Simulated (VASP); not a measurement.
# HBr (I4/mmm) in VASP: notebook, part 2 of 2

VASP 6.6.1.

**4. Vibrations by perturbation theory, LDA**

This run uses another cell than the first one, of 13.98 Å³/atom.

Contents of INCAR:

```
  ALGO = Normal
  EDIFF = 1E-8
  ENCUT = 520
  GGA = CA
  IBRION = 8
  ISIF = 2
  ISMEAR = -1
  LASPH = True
  LCHARG = False
  LREAL = False
  LWAVE = False
  NBANDS = 11
  NELM = 80
  NSW = 1
  PREC = Accurate
  SIGMA = 0.15
```

Contents of KPOINTS:

```
k-points
0
Gamma
  16 16 16
```

Contents of POSCAR:

```
HBr
1.0
    0.0000000000      2.8992219546      2.8992219546
    1.6632089327      0.0000000000      2.8992219546
    1.6632089327      2.8992219546      0.0000000000
H Br
1 1
Direct
    0.0000000000      0.0000000000      0.0000000000
    0.5000000000      0.5000000000      0.5000000000
```

Potentials or basis: VASP PAW LDA potentials, release 64 (H, Br).

The run is started by

```bash
> cat potpaw_LDA.64/H/POTCAR potpaw_LDA.64/Br/POTCAR > POTCAR
> mpirun -np 1 vasp_std > vasp.out
```

OUTCAR:

```text
EDIFF = 1E-8
   ENCUT = 520
   GGA = CA
   IBRION = 8
   ISIF = 2
   ISMEAR = -1
   LASPH = True
   LREAL = False
   NELM = 80
   NSW = 1
   PREC = Accurate

 ion  position               nearest neighbor table
   1  0.000  0.000  0.000-   2 1.66   2 1.66
   2  0.500  0.500  0.500-   1 1.66   1 1.66

  LATTYP: Found a body centered tetragonal cell.
 ALAT       =     4.1001190085
 C/A-ratio  =     0.8112978815

  Lattice vectors:

 A1 = (   1.6632089327,   0.0000000000,   2.8992219546)
 A2 = (   1.6632089327,   0.0000000000,  -2.8992219546)
 A3 = (  -1.6632089327,   2.8992219546,   0.0000000000)

Analysis of symmetry for initial positions (statically):
=====================================================================
 Subroutine PRICEL returns:
 Original cell was already a primitive cell.

 Routine SETGRP: Setting up the symmetry group for a
 body centered tetragonal supercell.

 Subroutine GETGRP returns: Found 16 space group operations
 (whereof 16 operations were pure point group operations)
 out of a pool of 16 trial point group operations.

The static configuration has the point symmetry D_4h.

Analysis of symmetry for dynamics (positions and initial velocities):
=====================================================================
 Subroutine PRICEL returns:
 Original cell was already a primitive cell.

 Routine SETGRP: Setting up the symmetry group for a
 body centered tetragonal supercell.

 Subroutine GETGRP returns: Found 16 space group operations
 (whereof 16 operations were pure point group operations)
 out of a pool of 16 trial point group operations.

The dynamic configuration has the point symmetry D_4h.

 Subroutine INISYM returns: Found 16 space group operations
 (whereof 16 operations are pure point group operations),
 and found     1 'primitive' translations

----------------------------------------------------------------------------------------

                                     Primitive cell

  volume of cell :      27.9602

  direct lattice vectors                    reciprocal lattice vectors
     0.000000000  2.899221955  2.899221955    -0.300623686  0.172460063  0.172460063
     1.663208933  0.000000000  2.899221955     0.300623686 -0.172460063  0.172460063
     1.663208933  2.899221955  0.000000000     0.300623686  0.172460063 -0.172460063

  length of vectors
     4.100119009  3.342417074  3.342417074     0.387116968  0.387116968  0.387116968

  position of ions in fractional coordinates (direct lattice)
     0.000000000  0.000000000  0.000000000
     0.500000000  0.500000000  0.500000000

  ion indices of the primitive-cell ions
   primitive index   ion index
                 1           1
[... 464 lines left out ...]

 [... further k-points ...]

------------------------ aborting loop because EDIFF is reached ----------------------------------------

  FORCE on cell =-STRESS in cart. coord.  units (eV):
  Direction    XX          YY          ZZ          XY          YZ          ZX
  --------------------------------------------------------------------------------------
  -------------------------------------------------------------------------------------
  Total        1.4334764      1.3926009      1.3926009      0.0000000      0.0000000      0.0000000
  in kB       82.1412695     79.7990136     79.7990136      0.0000000      0.0000000      0.0000000
  external PRESSURE =      80.5797655 kB  Pullay stress =       0.0000000 kB

 VOLUME and BASIS-vectors are now :
 -----------------------------------------------------------------------------
  energy-cutoff  :      520.00
  volume of cell :       27.96
      direct lattice vectors                 reciprocal lattice vectors
     0.000000000  2.899221955  2.899221955    -0.300623686  0.172460063  0.172460063
     1.663208933  0.000000000  2.899221955     0.300623686 -0.172460063  0.172460063
     1.663208933  2.899221955  0.000000000     0.300623686  0.172460063 -0.172460063

 POSITION                                       TOTAL-FORCE (eV/Angst)
 -----------------------------------------------------------------------------------
      0.00000      0.00000      0.00000         0.000000     -0.000000      0.000000
      1.66321      2.89922      2.89922         0.000000      0.000000     -0.000000
 -----------------------------------------------------------------------------------
    total drift:                                0.000000     -0.000000      0.000000

  FREE ENERGIE OF THE ION-ELECTRON SYSTEM (eV)
  ---------------------------------------------------
  free  energy   TOTEN  =        -5.3243560951 eV

  energy  without entropy=       -5.2960544678  energy(sigma->0) =       -5.31020528

[... ionic steps 2 to 3 ...]

--------------------------------------- Ionic step        4  -------------------------------------------

------------------------ aborting loop because EDIFF is reached ----------------------------------------

--------------------------------------- Ionic step        5  -------------------------------------------

------------------------ aborting loop because EDIFF is reached ----------------------------------------

[... ionic steps 6 to 6 ...]

--------------------------------------- Ionic step        7  -------------------------------------------

------------------------ aborting loop because EDIFF is reached ----------------------------------------

--------------------------------------- Ionic step        8  -------------------------------------------

 Free energy of the ion-electron system (eV)
  ---------------------------------------------------
  ---------------------------------------------------
  free energy    TOTEN  =        -0.12802038 eV

  energy without entropy =       -0.12802039

------------------------ aborting loop because EDIFF is reached ----------------------------------------

 INTERNAL STRAIN TENSOR  FOR ION    2  DIRECTION 2   (eV/Angst):
 -----------------------------------------------------------------------------
     0.03715  0.00000  0.00000
     0.00000 -0.00520  0.00000
     0.00000  0.00000  0.00159

 INTERNAL STRAIN TENSOR FOR ION    2 for displacements in x,y,z  (eV/Angst):
          X           Y           Z          XY          YZ          ZX
  --------------------------------------------------------------------------------
  x     0.00000     0.00000     0.00000     0.00000     0.00000     0.00000
  y     0.00000     0.00000     0.00000     0.00000     0.00000     0.00000
  z     0.00000     0.00000     0.00000     0.00000     0.00000     0.00000

 SECOND DERIVATIVES (NOT SYMMETRIZED)
 ------------------------------------
               1X          1Y          1Z          2X          2Y          2Z
  1X     8.433311    0.000000    0.000000   -8.433311    0.000000    0.000000
  1Y     0.000000    2.170783    0.000000    0.000000   -2.170783    0.000000
  1Z     0.000000    0.000000    2.170783    0.000000    0.000000   -2.170783
  2X    -8.434102    0.000000    0.000000    8.434102    0.000000    0.000000
  2Y     0.000000   -2.173344    0.000000    0.000000    2.173344    0.000000
  2Z     0.000000    0.000000   -2.173344    0.000000    0.000000    2.173344

 Eigenvectors and eigenvalues of the dynamical matrix
 ----------------------------------------------------

   1 f  =    0.001511 THz     0.009492 2PiTHz    0.050389 cm-1     0.006247 meV
             X         Y         Z           dx          dy          dz
      0.000000  0.000000  0.000000     0.000000   -0.111242    0.000000
      1.663209  2.899222  2.899222     0.000000   -0.993793    0.000000
[... 21 lines left out ...]
   6 f/i=   45.682596 THz   287.032214 2PiTHz 1523.807371 cm-1   188.927950 meV
             X         Y         Z           dx          dy          dz
      0.000000  0.000000  0.000000    -0.993800    0.000000    0.000000
      1.663209  2.899222  2.899222     0.111182    0.000000    0.000000

--------------------------------------------------------------------------------------------------------

 ELASTIC MODULI CONTR FROM IONIC RELAXATION (kBar)
 Direction    XX          YY          ZZ          XY          YZ          ZX
 --------------------------------------------------------------------------------
 XX           0.0000      0.0000      0.0000      0.0000      0.0000      0.0000
 YY           0.0000      0.0000      0.0000      0.0000      0.0000      0.0000
 ZZ           0.0000      0.0000      0.0000      0.0000      0.0000      0.0000
 XY           0.0000      0.0000      0.0000      0.0000      0.0000      0.0000
 YZ           0.0000      0.0000      0.0000      0.0000      0.0000      0.0000
 ZX           0.0000      0.0000      0.0000      0.0000      0.0000      0.0000
 --------------------------------------------------------------------------------
```

OSZICAR:

```text
N       E                     dE             d eps       ncg     rms          rms(c)
DAV:   1     0.264200393333E+02    0.26420E+02   -0.33606E+03  7734   0.593E+02
DAV:   2    -0.409818441457E+01   -0.30518E+02   -0.29490E+02  9282   0.108E+02
DAV:   3    -0.534222090346E+01   -0.12440E+01   -0.12345E+01  9428   0.233E+01
[... 59 lines left out ...]
RMM:   4    -0.128028668667E+00   -0.34117E-03   -0.13763E-05 23580   0.214E-02    0.601E-03
RMM:   5    -0.128021881066E+00    0.67876E-05   -0.29713E-07 23952   0.331E-03    0.226E-03
RMM:   6    -0.128020237224E+00    0.16438E-05   -0.11404E-08 24750   0.654E-04    0.878E-04
RMM:   7    -0.128020373709E+00   -0.13648E-06   -0.28116E-09 23685   0.279E-04    0.638E-05
RMM:   8    -0.128020376409E+00   -0.27009E-08   -0.15646E-10 25129   0.486E-05    0.186E-05
 Linear response finished
```

stdout:

```text
POSCAR found type information on POSCAR H Br
 POSCAR found :  2 types and       2 ions
 scaLAPACK will be used
 LDA part: xc-table for (Slater(with rela. corr.)+CA(PZ))
 , standard interpolation
 POSCAR, INCAR and KPOINTS ok, starting setup
 FFT: planning ... GRIDC
 FFT: planning ... GRID_SOFT
 FFT: planning ... GRID
 WAVECAR not read
 entering main loop
 Linear response reoptimize wavefunctions to high precision
 Linear response DOF=           4
 Linear response progress:
 first order change of Fermi-energy   0.33816E-03
 force on displaced ion       1 direction 1 :   8.433   0.000   0.000
 Linear response progress:
 first order change of Fermi-energy   0.13190E-03
 force on displaced ion       1 direction 2 :   0.000   2.171   0.000
 Linear response progress:
 first order change of Fermi-energy   0.30341E-03
 force on displaced ion       2 direction 1 :   8.434   0.000   0.000
 Linear response progress:
 first order change of Fermi-energy   0.76343E-03
 force on displaced ion       2 direction 2 :   0.000   2.173   0.000
 Linear response finished
```

It took 6.6 min on 1 thread of AMD EPYC 9R45 (Zen 5), shared host; peak memory 0.6 GiB.

Results:

* Highest phonon frequency at Γ, LO-TO splitting left out: 0 cm⁻¹
* Most unstable mode: 1524i cm⁻¹

Phonon frequencies in cm⁻¹ (negative: imaginary):
```csv
q point,frequencies
"(0.000, 0.000, 0.000)",-1524 -773 -773 0 0 0
```

Caveat: the cell stands under pressure or tension, which shifts response properties; some modes are imaginary.
